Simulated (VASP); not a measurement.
Crystal: Ge.

```
Ge
1.0
     4.05019    0.00000    0.00000
    -2.02510    3.50757    0.00000
     0.00000    0.00000    6.68622
Ge
4
Direct
  0.33333 0.66667 0.93710
  0.66667 0.33333 0.43710
  0.33333 0.66667 0.56290
  0.66667 0.33333 0.06290
```

Base run:

| Item | Value |
| --- | --- |
| Program | VASP 6.6.1 |
| Functional | LDA |
| Potentials or basis | VASP PAW LDA potentials, release 64 (Ge_d) |
| Cutoff | 520 eV |
| k mesh | 8 × 8 × 4 |
| Occupations | fermi-dirac, width 0.05 eV |
| Spin | no spin polarisation |

Its results: pressure -4.0 GPa; largest force 0.019 eV/Å.

The run is repeated on the same cell with these changes: functional from LDA to r2SCAN; potentials or basis from VASP PAW LDA potentials, release 64 (Ge_d) to VASP PAW PBE potentials, release 64 (Ge_d). What comes out?

Pressure -2.5 GPa; largest force 0.003 eV/Å.

Caveats: the PAW data sets were made with another functional, which shifts forces and pressure a little (some runs).
